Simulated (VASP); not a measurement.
# Au: single point with LDA+U

The system is Au.

```xyz
1
Lattice="2.8779 0.0000 0.0000 1.4390 2.4924 0.0000 1.4390 0.8308 2.3498" Properties=species:S:1:pos:R:3 pbc="T T T"
Au    0.0000    0.0000    0.0000
```

| Property | Result |
| --- | --- |
| Program | VASP 6.6.1 |
| Task | single point |
| Functional | LDA |
| Potentials or basis | VASP PAW LDA potentials, release 64 (Au) |
| Cutoff | 520 eV |
| k mesh | 11 × 11 × 11 |
| Occupations | methfessel-paxton, width 0.05 eV |
| Spin | no spin polarisation |
| Hubbard terms | Au d U = 6.2 eV |
| Dipole correction | no |
| Further INCAR settings | ALGO = Normal; EDIFF = 1e-07; NBANDS = 12 |

The pressure is -7.7 GPa.

Levels at points of the mesh, in eV from the Fermi level:
```
           k point  band 4  band 5  band 6  band 7  band 8  band 9
(0.00, 0.00, 0.00)   -6.25   -4.79   -4.79   15.02   19.03   19.03
```

Eigenvalues of the final occupation matrices:
```
    site  spin  trace               eigenvalues
site 1 d     1   4.56  0.91 0.91 0.91 0.92 0.92
site 1 d     2   4.56  0.91 0.91 0.91 0.92 0.92
```

It took 3.8 s on 1 thread of Intel(R) Xeon(R) 6975P-C (Granite Rapids), with other jobs on the host, peak memory 0.13 GiB.

Caveat: spin-orbit coupling is left out, which moves the levels of the heavy elements; U without spin polarisation on a metal has little footing; the U is typed as a test and isn't derived for this compound.
